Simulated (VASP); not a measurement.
# Pb (P6_3/mmc) in VASP: notebook, part 2 of 2

VASP 6.6.1. Earlier steps stand in the parts before.

## Step 5: Single point, r2SCANh

POSCAR

```
Pb
1.0
    3.4800000000      0.0000000000      0.0000000000
   -1.7400000000      3.0137684052      0.0000000000
    0.0000000000      0.0000000000      5.5900000000
Pb
2
Direct
    0.6666666667      0.3333333333      0.7500000000
    0.3333333333      0.6666666667      0.2500000000
```

INCAR.step1

```
PREC     = Accurate       # precision mode
ENCUT    = 520            # plane-wave cutoff, eV
EDIFF    = 1E-5           # SCF threshold, eV
ISMEAR   = -1             # smearing method
SIGMA    = 0.05           # smearing width, eV
LREAL    = F              # projectors in reciprocal space
LASPH    = T              # aspherical terms in the spheres
NELM     = 100            # most SCF steps
ALGO     = Normal         # electronic algorithm
ISIF     = 2              # what is computed and relaxed
LWAVE    = T              # write WAVECAR
LCHARG   = F              # write CHGCAR
GGA      = PE             # functional
NBANDS   = 21             # bands
```

INCAR.step2

```
PREC     = Accurate       # precision mode
ENCUT    = 520            # plane-wave cutoff, eV
EDIFF    = 1E-6           # SCF threshold, eV
ISMEAR   = -1             # smearing method
SIGMA    = 0.05           # smearing width, eV
LREAL    = F              # projectors in reciprocal space
LASPH    = T              # aspherical terms in the spheres
NELM     = 100            # most SCF steps
ALGO     = Normal         # electronic algorithm
ISIF     = 2              # what is computed and relaxed
LWAVE    = F              # write WAVECAR
LCHARG   = F              # write CHGCAR
METAGGA  = R2SCAN         # meta-GGA
LHFCALC  = T              # exact exchange
AEXX     = 0.1            # exact-exchange fraction
LMIXTAU  = T            
PRECFOCK = Normal       
ISTART   = 1            
NBANDS   = 21             # bands
```

KPOINTS

```
Automatic mesh
0
Gamma
  5 5 3
```

Potentials or basis: VASP PAW PBE potentials, release 64 (Pb_d).

On the command line:

```bash
$ cat potpaw_PBE.64/Pb_d/POTCAR > POTCAR
$ cp INCAR.step1 INCAR
$ mpirun -np 1 vasp_std > vasp.out
$ cp INCAR.step2 INCAR
$ mpirun -np 1 vasp_std > vasp.out
```

OUTCAR:

```text
PREC = Accurate
   ENCUT = 520
   EDIFF = 1E-6
   ISMEAR = -1
   LREAL = F
   LASPH = T
   NELM = 100
   ISIF = 2
   METAGGA = R2SCAN
   LHFCALC = T
   AEXX = 0.1
   PRECFOCK = Normal
   ISTART = 1

 ion  position               nearest neighbor table
   1  0.667  0.333  0.750-   2 3.44   2 3.44   2 3.44   2 3.44   2 3.44   2 3.44
   2  0.333  0.667  0.250-   1 3.44   1 3.44   1 3.44   1 3.44   1 3.44   1 3.44

  LATTYP: Found a hexagonal cell.
 ALAT       =     3.4800000000
 C/A-ratio  =     1.6063218391

  Lattice vectors:

 A1 = (   3.4800000000,   0.0000000000,   0.0000000000)
 A2 = (  -1.7400000000,   3.0137684052,   0.0000000000)
 A3 = (   0.0000000000,   0.0000000000,   5.5900000000)

Analysis of symmetry for initial positions (statically):
=====================================================================
 Subroutine PRICEL returns:
 Original cell was already a primitive cell.

 Routine SETGRP: Setting up the symmetry group for a
 hexagonal supercell.

 Subroutine GETGRP returns: Found 24 space group operations
 (whereof 12 operations were pure point group operations)
 out of a pool of 24 trial point group operations.

The static configuration has the point symmetry D_3d.
 The point group associated with its full space group is D_6h.

Analysis of symmetry for dynamics (positions and initial velocities):
=====================================================================
 Subroutine PRICEL returns:
 Original cell was already a primitive cell.

 Routine SETGRP: Setting up the symmetry group for a
 hexagonal supercell.

 Subroutine GETGRP returns: Found 24 space group operations
 (whereof 12 operations were pure point group operations)
 out of a pool of 24 trial point group operations.

The dynamic configuration has the point symmetry D_3d.
 The point group associated with its full space group is D_6h.

 Subroutine INISYM returns: Found 24 space group operations
 (whereof 12 operations are pure point group operations),
 and found     1 'primitive' translations

----------------------------------------------------------------------------------------

                                     Primitive cell

  volume of cell :      58.6274

  direct lattice vectors                    reciprocal lattice vectors
     3.480000000  0.000000000  0.000000000     0.287356322  0.165905250  0.000000000
    -1.740000000  3.013768405  0.000000000     0.000000000  0.331810500  0.000000000
     0.000000000  0.000000000  5.590000000     0.000000000  0.000000000  0.178890877

  length of vectors
     3.480000000  3.480000000  5.590000000     0.331810500  0.331810500  0.178890877

  position of ions in fractional coordinates (direct lattice)
     0.666666667  0.333333333  0.750000000
     0.333333333  0.666666667  0.250000000

  ion indices of the primitive-cell ions
   primitive index   ion index
                 1           1
                 2           2

----------------------------------------------------------------------------------------

[... 26 lines left out ...]
  0.000000  0.000000  0.000000      1.000000
  0.200000 -0.000000  0.000000      6.000000
  0.400000 -0.000000  0.000000      6.000000
  0.200000  0.200000  0.000000      6.000000
  0.400000  0.200000  0.000000      6.000000
  0.000000  0.000000  0.333333      2.000000
  0.200000 -0.000000  0.333333     12.000000
  0.400000 -0.000000  0.333333     12.000000
  0.200000  0.200000  0.333333     12.000000
  0.400000  0.200000  0.333333     12.000000
   k-points           NKPTS =     10   k-points in BZ     NKDIM =     75   number of bands    NBANDS=     21
   number of dos      NEDOS =    301   number of ions     NIONS =      2
   total plane-waves  NPLWV =  32928
   dimension x,y,z NGX =    28 NGY =   28 NGZ =   42
   dimension x,y,z NGXF=    56 NGYF=   56 NGZF=   84
   ions per type =               2
   NGX,Y,Z   is equivalent  to a cutoff of  13.38, 13.38, 12.49 a.u.
   NGXF,Y,Z  is equivalent  to a cutoff of  26.75, 26.75, 24.98 a.u.
 SYSTEM =  unknown system
   PREC   = accura    normal or accurate (medium, high low for compatibility)
   ISTART =      1    job   : 0-new  1-cont  2-samecut
   ICHARG =      0    charge: 1-file 2-atom 10-const
   ISPIN  =      1    spin polarized calculation?
   LNONCOLLINEAR =      F non collinear calculations
   LSORBIT =      F    spin-orbit coupling
   LASPH  =      T    aspherical Exc in radial PAW
   ENCUT  =  520.0 eV  38.22 Ry    6.18 a.u.   6.47  6.47 10.39*2*pi/ulx,y,z
   NELM   =    100;   NELMIN=  2; NELMDL=  0     # of ELM steps
   EDIFF  = 0.1E-05   stopping-criterion for ELM
   LREAL  =      F    real-space projection
   EDIFFG = 0.1E-04   stopping-criterion for IOM
   NSW    =      0    number of steps for IOM
   IBRION =     -1    ionic relax: 0-MD 1-quasi-New 2-CG
   NFREE  =      0    steps in history (QN), initial steepest desc. (CG)
   ISIF   =      2    stress and relaxation
   ISYM   =      3    0-nonsym 1-usesym 2-fastsym
   POTIM  = 0.5000    time-step for ionic-motion
   TEBEG  =    0.0;   TEEND  =   0.0 temperature during run
   PSTRESS=    0.0 pullay stress
   NELECT =      28.0000    total number of electrons
   NUPDOWN=      -1.0000    fix difference up-down
   EMIN   =  10.00;   EMAX   =-10.00  energy-range for DOS
   EFERMI =   0.00;   METHOD = LEGACY
   ISMEAR =    -1;   SIGMA  =   0.05  broadening in eV -4-tet -1-fermi 0-gaus
   EFERMI_NEDOS =   21; number of points for ismear=-14 and -15
   IALGO  =     38    algorithm
   IMIX   =      1    mixing-type and parameters
     AMIX     =   0.40;   BMIX     =  1.00
     AMIX_MAG =   1.60;   BMIX_MAG =  1.00
  volume/ion in A,a.u.               =      29.31       197.82
  Fermi-wavevector in a.u.,A,eV,Ry     =   1.279658  2.418203 22.279870  1.637524
  Thomas-Fermi vector in A             =   2.412131
   LORBIT       =      0    0 simple, 1 ext, 2 COOP (PROOUT), +10 PAW based schemes
   METAGGA = R2SCAN    functional components
   LHFCALC =     T    Hartree Fock is set to
   PRECFOCK=normal    Normal, Fast or Accurate (Low or Medium for compatibility)
   ENCUT4O =  -1.0   cutoff for four orbital integrals eV
   NKREDX  =     1    reduce k-point grid by
   NKREDY  =     1    reduce k-point grid by
   NKREDZ  =     1    reduce k-point grid by
   AEXX    =    0.1000 exact exchange contribution
   HFSCREEN=    0.0000 screening length (either q_TF or 0.3 A-1)
   HFSCREENC=   0.0000 screening length for correlation (either q_TF or 0.3 A-1)
   ENCUTFOCK=  -1.0 apply spherical cutoff to Coloumb kernel
   IVDW    =     0    specifies the selected vdW correction
   LEPSILON=     F    determine dielectric tensor
   LRPA    =     F    only Hartree local field effects (RPA)
 non-spin polarized calculation
  energy-cutoff  :      520.00
  volume of cell :       58.63
 maximum number of plane-waves:      1593
 NGX is ok and might be reduce to    28
  NGX = 20; NGY = 20; NGZ = 32

 number of electron      28.0000005 magnetization

 Free energy of the ion-electron system (eV)
  ---------------------------------------------------
  ext. energy  EPLUGINS =         0.00000000
  ---------------------------------------------------
  free energy    TOTEN  =      -103.06143837 eV

  energy without entropy =     -103.05355756  energy(sigma->0) =     -103.05749797

 E-fermi :   7.2255     XC(G=0): -10.1375

 val. band max:        6.8477159207   @ k =   0.2000   0.2000   0.0000
 cond. band min:       7.2425529535   @ k =   0.4000  -0.0000   0.0000
 fundamental gap:      0.3948370328
 Fermi energy:         7.2254761903

 k-point     1 :       0.0000    0.0000    0.0000
  band No.  band energies     occupation
      1     -11.0631      2.00000
      2     -11.0086      2.00000
      3     -10.9806      2.00000
      4     -10.9806      2.00000
      5     -10.9538      2.00000
      6     -10.9538      2.00000
[... 229 lines left out ...]
     20      18.6230      0.00000
     21      18.9029      0.00000

------------------------ aborting loop because EDIFF is reached ----------------------------------------

  FORCE on cell =-STRESS in cart. coord.  units (eV):
  Direction    XX          YY          ZZ          XY          YZ          ZX
  --------------------------------------------------------------------------------------
  -------------------------------------------------------------------------------------
  Total        1.2041700      1.2041700      1.0885520      0.0000000     -0.0000000      0.0000000
  in kB       32.9076950     32.9076950     29.7480721      0.0000000     -0.0000000      0.0000000
  external PRESSURE =      31.8544874 kB  Pullay stress =       0.0000000 kB

 VOLUME and BASIS-vectors are now :
 -----------------------------------------------------------------------------
  energy-cutoff  :      520.00
  volume of cell :       58.63
      direct lattice vectors                 reciprocal lattice vectors
     3.480000000  0.000000000  0.000000000     0.287356322  0.165905250  0.000000000
    -1.740000000  3.013768405  0.000000000     0.000000000  0.331810500  0.000000000
     0.000000000  0.000000000  5.590000000     0.000000000  0.000000000  0.178890877

 POSITION                                       TOTAL-FORCE (eV/Angst)
 -----------------------------------------------------------------------------------
      1.74000      1.00459      4.19250         0.000000     -0.000000      0.000000
     -0.00000      2.00918      1.39750         0.000000      0.000000     -0.000000
 -----------------------------------------------------------------------------------
    total drift:                                0.000000      0.000000      0.000000

  FREE ENERGIE OF THE ION-ELECTRON SYSTEM (eV)
  ---------------------------------------------------
  free  energy   TOTEN  =      -103.0614383732 eV

  energy  without entropy=     -103.0535575581  energy(sigma->0) =     -103.05749797
```

It took 30 min on 1 thread of Intel Xeon 6975P-C, shared host; peak memory 0.2 GiB.

Results:

| Property | Result |
| --- | --- |
| Free energy | -103.0614 eV |
| Pressure | 3.2 GPa |
| Band gap on the k mesh | zero (band 14 reaches 13.74 eV, above the bottom of band 15 at 6.72 eV) |

Stress tensor (GPa, compression positive):
```
3.29 0.00 0.00
0.00 3.29 0.00
0.00 0.00 2.97
```

Caveat: the k points lie up to 0.42 Å⁻¹ apart; the PAW data sets were made with another functional, which shifts forces and pressure a little; spin-orbit coupling is left out, which moves the levels of the heavy elements.

## Step 6: Summary

| task | level | cell | k mesh | cutoff (eV) | grid for exact exchange (PRECFOCK) | gap on the mesh (eV) | pressure (GPa) |
| --- | --- | --- | --- | --- | --- | --- | --- |
| relaxation of cell and atoms | PBEsol | relaxed to 10 GPa | 9 × 9 × 5 | 600 | - | none | 10.0 |
| relaxation of cell and atoms | PBEsol | relaxed to 20 GPa | 9 × 9 × 5 | 600 | - | none | 20.0 |
| relaxation of cell and atoms | PBEsol | relaxed to 30 GPa | 9 × 9 × 5 | 600 | - | none | 30.0 |
| single point | r2SCANh | as given | 5 × 5 × 3 | 520 | Normal | none | 3.2 |

Alike in all rows: potentials or basis VASP PAW PBE potentials, release 64 (Pb_d); no spin polarisation; smearing fermi-dirac 0.05 eV.

Caveats: some runs use coarse meshes; the PAW data sets were made with another functional, which shifts forces and pressure a little; spin-orbit coupling is left out, which moves the levels of the heavy elements; the cell is relaxed towards a set pressure, so the enthalpy falls and the energy may rise (some runs).

Absolute energies hang on the potentials; compare differences alone.
